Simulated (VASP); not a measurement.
# Rh (Fd-3m) in VASP: relaxation of cell and atoms with r2SCAN

Aim: the relaxation of cell and atoms of Rh with r2SCAN.

All numbers are computed with VASP 6.6.1; they aren't measurements. Logs are shortened: lines on timing, memory, paths and dates and some standing lists are left out, and cuts for length are marked.

### Step 1. The cell of the first run

It takes space group Fd-3m (No. 227, cubic). The conventional cell has a = 5.454 Å, b = 5.454 Å, c = 5.454 Å, α = 90.00°, β = 90.00°, γ = 90.00°. Rh (site symmetry -43m) has 4 Rh at 2.36 Å within 3.1 Å.

This isn't the form of Rh at room conditions, which is fcc.

### Step 2. Relaxation of cell and atoms, r2SCAN

POSCAR

```
Rh
1.0
    0.0000000000      2.7268688451      2.7268688451
    2.7268688451      0.0000000000      2.7268688451
    2.7268688451      2.7268688451      0.0000000000
Rh
2
Direct
    0.0000000000      0.0000000000      0.0000000000
    0.2500000000      0.2500000000      0.2500000000
```

INCAR.step1

```
SYSTEM = Rh
ALGO = Normal ; EDIFF = 1E-4
ENCUT = 600 ; GGA = PE
ISMEAR = 0 ; LASPH = .True.
LCHARG = .False. ; LREAL = .False.
LWAVE = .True. ; NELM = 100
PREC = Accurate ; SIGMA = 0.1
```

INCAR.step2

```
SYSTEM = Rh
ALGO = Normal ; EDIFF = 1E-6
EDIFFG = -0.01 ; ENCUT = 600
IBRION = 2 ; ISIF = 3
ISMEAR = 0 ; ISTART = 1
LASPH = .True. ; LCHARG = .False.
LMIXTAU = .True. ; LREAL = .False.
LWAVE = .False. ; METAGGA = R2SCAN
NELM = 100 ; NSW = 100
PREC = Accurate ; SIGMA = 0.1
```

KPOINTS

```
k-points
0
Gamma
  18 18 18
  0 0 0
```

Potentials or basis: VASP PAW PBE potentials, release 64 (Rh_pv).

Launch:

```console
$ cat potpaw_PBE.64/Rh_pv/POTCAR > POTCAR
$ cp INCAR.step1 INCAR
$ mpirun -np 1 vasp_std > vasp.out
$ cp INCAR.step2 INCAR
$ mpirun -np 1 vasp_std > vasp.out
```

OUTCAR:

```text
SYSTEM = Rh
   EDIFF = 1E-6
   EDIFFG = -0.01
   ENCUT = 600
   IBRION = 2
   ISIF = 3
   ISMEAR = 0
   ISTART = 1
   LASPH = .True.
   LREAL = .False.
   METAGGA = R2SCAN
   NELM = 100
   NSW = 100
   PREC = Accurate

 ion  position               nearest neighbor table
   1  0.000  0.000  0.000-   2 2.36   2 2.36   2 2.36   2 2.36
   2  0.250  0.250  0.250-   1 2.36   1 2.36   1 2.36   1 2.36

  LATTYP: Found a face centered cubic cell.
 ALAT       =     5.4537376902

  Lattice vectors:

 A1 = (   0.0000000000,   2.7268688451,   2.7268688451)
 A2 = (   2.7268688451,   0.0000000000,   2.7268688451)
 A3 = (   2.7268688451,   2.7268688451,   0.0000000000)

Analysis of symmetry for initial positions (statically):
=====================================================================
 Subroutine PRICEL returns:
 Original cell was already a primitive cell.

 Routine SETGRP: Setting up the symmetry group for a
 face centered cubic supercell.

 Subroutine GETGRP returns: Found 48 space group operations
 (whereof 24 operations were pure point group operations)
 out of a pool of 48 trial point group operations.

The static configuration has the point symmetry T_d .
 The point group associated with its full space group is O_h .

Analysis of symmetry for dynamics (positions and initial velocities):
=====================================================================
 Subroutine PRICEL returns:
 Original cell was already a primitive cell.

 Routine SETGRP: Setting up the symmetry group for a
 face centered cubic supercell.

 Subroutine GETGRP returns: Found 48 space group operations
 (whereof 24 operations were pure point group operations)
 out of a pool of 48 trial point group operations.

The dynamic configuration has the point symmetry T_d .
 The point group associated with its full space group is O_h .

 Subroutine INISYM returns: Found 48 space group operations
 (whereof 24 operations are pure point group operations),
 and found     1 'primitive' translations

----------------------------------------------------------------------------------------

                                     Primitive cell

  volume of cell :      40.5530

  direct lattice vectors                    reciprocal lattice vectors
     0.000000000  2.726868845  2.726868845    -0.183360487  0.183360487  0.183360487
[... 94 lines left out ...]
   POTIM  = 0.5000    time-step for ionic-motion
   TEBEG  =    0.0;   TEEND  =   0.0 temperature during run
   PSTRESS=    0.0 pullay stress
   NELECT =      30.0000    total number of electrons
   NUPDOWN=      -1.0000    fix difference up-down
   EMIN   =  10.00;   EMAX   =-10.00  energy-range for DOS
   EFERMI =   0.00;   METHOD = LEGACY
   ISMEAR =     0;   SIGMA  =   0.10  broadening in eV -4-tet -1-fermi 0-gaus
   EFERMI_NEDOS =   21; number of points for ismear=-14 and -15
   IALGO  =     38    algorithm
   IMIX   =      4    mixing-type and parameters
     AMIX     =   0.40;   BMIX     =  1.00
     AMIX_MAG =   1.60;   BMIX_MAG =  1.00
  volume/ion in A,a.u.               =      20.28       136.83
  Fermi-wavevector in a.u.,A,eV,Ry     =   1.480611  2.797949 29.826817  2.192209
  Thomas-Fermi vector in A             =   2.594624
   LORBIT       =      0    0 simple, 1 ext, 2 COOP (PROOUT), +10 PAW based schemes
   METAGGA = R2SCAN    functional components
   LHFCALC =     F    Hartree Fock is set to
   AEXX    =    0.0000 exact exchange contribution
   IVDW    =     0    specifies the selected vdW correction
   LEPSILON=     F    determine dielectric tensor
   LRPA    =     F    only Hartree local field effects (RPA)
 conjugate gradient relaxation of ions
 non-spin polarized calculation
 Gauss-broadening in eV      SIGMA  =   0.10
  energy-cutoff  :      600.00
  volume of cell :       40.55
 maximum number of plane-waves:      1371
   NGX = 15   NGY = 15   NGZ = 15

--------------------------------------- Ionic step        1  -------------------------------------------

 number of electron      30.0000000 magnetization

 Free energy of the ion-electron system (eV)
  ---------------------------------------------------
  ext. energy  EPLUGINS =         0.00000000
  ---------------------------------------------------
  free energy    TOTEN  =       -46.05056770 eV

  energy without entropy =      -46.03555362  energy(sigma->0) =      -46.04306066

------------------------ aborting loop because EDIFF is reached ----------------------------------------

  FORCE on cell =-STRESS in cart. coord.  units (eV):
  Direction    XX          YY          ZZ          XY          YZ          ZX
  --------------------------------------------------------------------------------------
  -------------------------------------------------------------------------------------
  Total        0.2674558      0.2674558      0.2674558     -0.0000000      0.0000000     -0.0000000
  in kB       10.5667110     10.5667110     10.5667110     -0.0000000      0.0000000     -0.0000000
  external PRESSURE =      10.5667110 kB  Pullay stress =       0.0000000 kB
[... 59 lines left out ...]
--------------------------------------- Ionic step        3  -------------------------------------------

 number of electron      30.0000000 magnetization

 Free energy of the ion-electron system (eV)
  ---------------------------------------------------
  ext. energy  EPLUGINS =         0.00000000
  ---------------------------------------------------
  free energy    TOTEN  =       -46.05149874 eV

  energy without entropy =      -46.03627040  energy(sigma->0) =      -46.04388457

 E-fermi :   6.5929     XC(G=0): -11.9994

 val. band max:        6.5912521422   @ k =   0.5000   0.1667   0.0556
 cond. band min:       6.5952752160   @ k =   0.5000   0.3333   0.1111
 fundamental gap:      0.0040230738
 Fermi energy:         6.5929010692

 k-point     1 :       0.0000    0.0000    0.0000
  band No.  band energies     occupation
      1     -42.1144      2.00000
      2     -42.1144      2.00000
      3     -42.1144      2.00000
      4     -41.4082      2.00000
      5     -41.4082      2.00000
      6     -41.4082      2.00000
[... 505 lines left out ...]
      6     -41.3576      2.00000
[... 11 lines left out ...]
     18      13.6328      0.00000
     19      16.7875      0.00000

 [... further k-points ...]

------------------------ aborting loop because EDIFF is reached ----------------------------------------

  FORCE on cell =-STRESS in cart. coord.  units (eV):
  Direction    XX          YY          ZZ          XY          YZ          ZX
  --------------------------------------------------------------------------------------
  -------------------------------------------------------------------------------------
  Total        0.0016774      0.0016774      0.0016774     -0.0000000      0.0000000      0.0000000
  in kB        0.0658003      0.0658003      0.0658003     -0.0000000      0.0000000      0.0000000
  external PRESSURE =       0.0658003 kB  Pullay stress =       0.0000000 kB
[... 17 lines left out ...]
  FREE ENERGIE OF THE ION-ELECTRON SYSTEM (eV)
  ---------------------------------------------------
  free  energy   TOTEN  =       -46.0514987424 eV

  energy  without entropy=      -46.0362704037  energy(sigma->0) =      -46.04388457

 reached required accuracy - stopping structural energy minimisation
```

It took 33 min on 1 thread of Oxide Virtual Turin-like, shared host; peak memory 0.26 GiB.

Results:

```
Free energy                           : -46.0515 eV
Relaxed volume                        : 20.42 Å³/atom
Relaxed cell                          : a = 3.866 Å, b = 3.866 Å, c = 3.866 Å, α = 60.00°, β = 60.00°, γ = 60.00°
Space group after relaxing (to 0.1 Å) : Fd-3m (No. 227)
Energy gained by relaxing             : 0.5 meV/atom
Ionic steps                           : 3
Pressure after relaxing               : 0.0 GPa
Band gap on the k mesh                : zero (bands 15 and 16 overlap by 1.34 eV)
```

Step by step:
```csv
step,energy change (eV),largest force (eV/Å),pressure (GPa),volume (Å³)
1,0.0000,0.0000,1.06,40.55
2,0.0018,0.0000,-1.73,41.34
3,-0.0009,0.0000,0.01,40.84
```

Final structure:
```cif
data_structure
_symmetry_space_group_name_H-M 'P 1'
_symmetry_Int_Tables_number 1
_cell_length_a 3.8655
_cell_length_b 3.8655
_cell_length_c 3.8655
_cell_angle_alpha 60.000
_cell_angle_beta 60.000
_cell_angle_gamma 60.000
_cell_volume 40.84
loop_
_atom_site_label
_atom_site_type_symbol
_atom_site_fract_x
_atom_site_fract_y
_atom_site_fract_z
_atom_site_occupancy
Rh1 Rh 0.00000 0.00000 0.00000 1
Rh2 Rh 0.25000 0.25000 0.25000 1
```

Caveat: the PAW data sets were made with another functional, which shifts forces and pressure a little.
